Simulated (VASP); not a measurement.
Here is a VASP 6.6.1 calculation.

Contents of INCAR:

```
SYSTEM = BaTe
ALGO = Normal ; DIPOL = 0.5 0.5 0.500
EDIFF = 1E-7 ; ENCUT = 520
GGA = PS ; IDIPOL = 3
ISIF = 2 ; ISMEAR = 0
LASPH = .TRUE. ; LCHARG = .TRUE.
LDIPOL = .TRUE. ; LELF = .TRUE.
LREAL = .FALSE. ; LVACPOTAV = .TRUE.
LVHAR = .TRUE. ; LWAVE = .FALSE.
NBANDS = 42 ; NELM = 80
PREC = Accurate ; SIGMA = 0.05
```

KPOINTS

```
k-points
0
G
  6 6 1
  0 0 0
```

File POSCAR:

```
BaTe
1.0
    4.9092972909      0.0000000000      0.0000000000
    0.0000000000      4.9092972909      0.0000000000
    0.0000000000      0.0000000000     25.4141922157
Ba Te
4 4
Direct
    0.5000000000      0.5000000000      0.2982427029
    0.0000000000      0.0000000000      0.4310714101
    0.5000000000      0.5000000000      0.5689292595
    0.0000000000      0.0000000000      0.7017577546
    0.0000000000      0.0000000000      0.2949121270
    0.5000000000      0.5000000000      0.4320715931
    0.0000000000      0.0000000000      0.5679275570
    0.5000000000      0.5000000000      0.7050875959
```

Potentials or basis: VASP PAW PBE potentials, release 64 (Ba_sv, Te).

The run is started by

```bash
$ cat potpaw_PBE.64/Ba_sv/POTCAR potpaw_PBE.64/Te/POTCAR > POTCAR
$ mpirun -np 1 vasp_std > vasp.out
```

(1) Estimate the band gap on the k mesh.

(2) Estimate the largest force.

Answers

(1) 1.42 eV.

(2) 0.027 eV/Å.

Caveat: the PAW data sets were made with another functional, which shifts forces and pressure a little; spin-orbit coupling is left out, which moves the levels of the heavy elements.
